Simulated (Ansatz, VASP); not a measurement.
## Cu2Pt in VASP and in Ansatz

```
Cu Pt
1.0
     0.00000    3.35461    3.35461
     3.35461    0.00000    3.35461
     3.35461    3.35461    0.00000
Cu Pt
4 2
Cartesian
  0.8387 0.8387 0.8387
  0.8387 2.5160 2.5160
  2.5160 2.5160 0.8387
  2.5160 0.8387 2.5160
  3.3546 3.3546 3.3546
  5.0319 5.0319 5.0319
```

Alike in both runs: task relaxation of cell and atoms; functional r2SCAN; k mesh 10 × 10 × 10; occupations gaussian, width 0.1 eV; no spin polarisation.

|  | VASP | Ansatz |
| --- | --- | --- |
| version | VASP 6.6.1 | Ansatz 0.2.0 |
| potentials or method | VASP PAW PBE potentials, release 64 (Cu, Pt), cutoff 600 eV | scalar-relativistic, plane waves, PAW |
| valence electrons in the cell | 64 | 112 |

|  | VASP | Ansatz | Ansatz less VASP |
| --- | --- | --- | --- |
| gap on the k mesh at the Fermi level, each at its own relaxed structure (eV) | none | none | - |
| relaxed volume (Å³/atom) | 12.64 | 12.60 | -0.045 |
| relaxed length of the cell vector where the two differ most in proportion (Å) | 4.751 | 4.746 | -0.0057 |

VASP's potentials were made for PBE, not for r2SCAN. A gap of «none» marks a metal or a gap that the smearing closes. VASP's potentials hold 64 valence electrons a cell and Ansatz's 112, so a difference there can come from the potentials and not from the codes.

Spin-orbit coupling is off throughout.
